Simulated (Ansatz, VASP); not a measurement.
**Au in VASP and in Ansatz**

```xyz
2
Lattice="2.9000 0.0000 0.0000 -1.4500 2.5115 0.0000 0.0000 0.0000 4.8800" Properties=species:S:1:pos:R:3 pbc="T T T"
Au    0.0000    1.6743    3.4600
Au    1.4500    0.8372    1.2200
```

Alike in both runs: task single point; functional PBEsol; k mesh 18 × 18 × 10; occupations gaussian, width 0.15 eV; no spin polarisation.

```csv
,VASP,Ansatz
version,VASP 6.6.1,Ansatz 0.2.0
potentials or method,"VASP PAW PBE potentials, release 64 (Au), cutoff 520 eV","scalar-relativistic, plane waves, PAW"
valence electrons in the cell,22,38
```

```tsv
	VASP	Ansatz	Ansatz less VASP
gap on the k mesh at the Fermi level (eV)	none	none	-
pressure (GPa)	-3.3	-3.1	+0.22
traceless stress, the component that is largest in VASP (GPa)	1.51	1.52	+0.009
rms of the force components (eV/Å)	0.724	0.729	+0.0047
```

VASP's potentials were made for PBE, not for PBEsol. Atom by atom the forces differ by 0.005 eV/Å (rms over components). A gap of «none» marks a metal or a gap that the smearing closes. With one functional, cell and mesh, what is left measures potentials, basis and numerics. VASP's potentials hold 22 valence electrons a cell and Ansatz's 38, so a difference there can come from the potentials and not from the codes.

Neither program's run includes spin-orbit coupling.
